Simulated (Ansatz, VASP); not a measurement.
**SiC in VASP and in Ansatz**

```
CELL_PARAMETERS angstrom
0.00000 2.17840 2.17840
2.17840 0.00000 2.17840
2.17840 2.17840 0.00000
ATOMIC_POSITIONS crystal
Si 0.25000 0.25000 0.25000
C 0.00000 0.00000 0.00000
```

Alike in both runs: functional PBEsol; k mesh 10 × 10 × 10; occupations gaussian, width 0.02 eV; no spin polarisation.

Ansatz relaxed the structure, and its values are those at the end. VASP's run is a single point on that final structure, the one shown.

```csv
,VASP,Ansatz
version,VASP 6.6.1,Ansatz 0.2.0
potentials or method,"VASP PAW PBE potentials, release 64 (Si, C), cutoff 520 eV","scalar-relativistic, plane waves, PAW"
valence electrons in the cell,8,8
```

|  | VASP | Ansatz | Ansatz less VASP |
| --- | --- | --- | --- |
| gap on the k mesh at the Fermi level (eV) | 1.23 | 1.24 | +0.010 |
| least direct gap on the mesh (eV) | 4.44 | 4.45 | +0.009 |
| pressure (GPa) | 0.4 | 0.0 | -0.35 |

VASP's potentials were made for PBE, not for PBEsol.
